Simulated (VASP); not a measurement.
Runs of VASP 6.6.1 on TaN. The structure is that of space group P6_3mc (No. 186), or close to it. The cells are those of the table. 

```csv
cell,gap on the mesh (eV),pressure (GPa),largest force (eV/Å)
"a = 3.020, b = 3.020, c = 5.848 Å, angles 90.0, 90.0, 120.0°, 4 atoms",none,44.0,0.22
"a = 3.144, b = 3.144, c = 5.396 Å, angles 90.0, 90.0, 120.0°, 4 atoms",none,60.6,5.71
"a = 2.980, b = 2.980, c = 6.007 Å, angles 90.0, 90.0, 120.0°, 4 atoms",none,40.9,0.98
"a = 2.901, b = 2.901, c = 6.338 Å, angles 90.0, 90.0, 120.0°, 4 atoms",none,38.0,2.68
"a = 2.941, b = 2.941, c = 6.170 Å, angles 90.0, 90.0, 120.0°, 4 atoms",none,39.0,1.93
"a = 3.151, b = 3.151, c = 5.861 Å, angles 90.0, 90.0, 120.0°, 4 atoms",none,(b),1.17
"a = 3.408, b = 3.408, c = 5.848 Å, angles 90.0, 90.0, 120.0°, 4 atoms",none,(c),2.05
"a = 3.230, b = 3.230, c = 6.510 Å, angles 90.0, 90.0, 120.0°, 4 atoms",none,(a),0.45
```

Alike in all rows: task single point; level PBE; potentials or basis VASP PAW PBE potentials, release 64 (Ta_pv, N); no spin polarisation; k mesh 18 × 18 × 8; cutoff (eV) 520; smearing gaussian 0.15 eV.

Estimate the missing entries.

(a) -23.9; (b) 15.6; (c) -13.6.

Caveats: spin-orbit coupling is left out, which moves the levels of the heavy elements; the cell stands under pressure (at least some runs); forces of over 1 eV/Å act on the atoms, so gaps and moduli don't describe the material at rest (at least some runs); the cell stands under tension (at least some runs).

A k mesh can miss the band edges, and the runs leave out spin-orbit coupling on Ta.

A gap of «none» marks levels without a gap at the run's occupations.
